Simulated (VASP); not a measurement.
Runs of VASP 6.6.1 on Te2Mo. The structure is that of space group P-6m2 (No. 187), or close to it. The cells are those of the table. 

```csv
level,potentials or basis,cell,gap on the mesh (eV),largest force (eV/Å)
LDA,"VASP PAW LDA potentials, release 64 (Te, Mo_sv)","a = 3.560, b = 3.560, c = 17.524 Å, angles 90.0, 90.0, 120.0°, 3 atoms",(a),0.37
PBEsol,"VASP PAW PBE potentials, release 64 (Te, Mo_sv)","a = 3.560, b = 3.560, c = 17.524 Å, angles 90.0, 90.0, 120.0°, 3 atoms",1.05,0.15
LDA,"VASP PAW LDA potentials, release 64 (Te, Mo_sv)","a = 3.512, b = 3.512, c = 17.287 Å, angles 90.0, 90.0, 120.0°, 3 atoms",1.11,0.23
LDA,"VASP PAW LDA potentials, release 64 (Te, Mo_sv)","a = 3.488, b = 3.488, c = 17.166 Å, angles 90.0, 90.0, 120.0°, 3 atoms",1.14,0.57
LDA,"VASP PAW LDA potentials, release 64 (Te, Mo_sv)","a = 3.607, b = 3.607, c = 17.755 Å, angles 90.0, 90.0, 120.0°, 3 atoms",(b),0.88
LDA,"VASP PAW LDA potentials, release 64 (Te, Mo_sv)","a = 3.584, b = 3.584, c = 17.640 Å, angles 90.0, 90.0, 120.0°, 3 atoms",1.01,0.63
PBEsol,"VASP PAW PBE potentials, release 64 (Te, Mo_sv)","a = 3.584, b = 3.584, c = 17.640 Å, angles 90.0, 90.0, 120.0°, 3 atoms",(c),0.42
LDA,"VASP PAW LDA potentials, release 64 (Te, Mo_sv)","a = 3.536, b = 3.536, c = 17.406 Å, angles 90.0, 90.0, 120.0°, 3 atoms",1.08,0.08
```

Alike in all rows: task single point; no spin polarisation; k mesh 9 × 9 × 2; cutoff (eV) 520; smearing fermi-dirac 0.05 eV.

Question: Estimate the missing entries.

Answer: (a) 1.04; (b) 0.98; (c) 1.02.

Caveats: there is no dipole correction, which matters where the two faces differ; spin-orbit coupling is left out, which moves the levels of the heavy elements; the PAW data sets were made with another functional, which shifts forces and pressure a little (at least some runs).

A k mesh can miss the band edges, and the runs leave out spin-orbit coupling on Mo, Te.
